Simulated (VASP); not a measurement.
The system is RbCl.

```xyz
2
Lattice="0.0000 3.3058 3.3058 3.3058 0.0000 3.3058 3.3058 3.3058 0.0000" Properties=species:S:1:pos:R:3 pbc="T T T"
Rb    0.0000    0.0000    0.0000
Cl    3.3058    3.3058    3.3058
```

Base run:

| Property | Result |
| --- | --- |
| Program | VASP 6.6.1 |
| Functional | PBE0 |
| Potentials or basis | VASP PAW PBE potentials, release 64 (Rb_sv, Cl) |
| Cutoff | 400 eV |
| k mesh | 4 × 4 × 4 |
| Occupations | gaussian, width 0.01 eV |
| Spin | no spin polarisation |

Its results: band gap on the k mesh 7.00 eV, direct; pressure 0.3 GPa.

Question: After a change of settings the same cell gave: band gap on the k mesh 5.56 eV, direct; pressure 0.0 GPa. Which change was it?
A. functional from PBE0 to PBE; cutoff from 400 eV to 500 eV
B. functional from PBE0 to PBE; cutoff from 400 eV to 500 eV; k mesh from 4 × 4 × 4 to 8 × 8 × 8
C. functional from PBE0 to r2SCAN; cutoff from 400 eV to 550 eV
D. functional from PBE0 to HSE06

Answer: C.

PBE0 gives the wider gap, since exact exchange removes part of the self-interaction.

Caveats: the PAW data sets were made with another functional, which shifts forces and pressure a little.
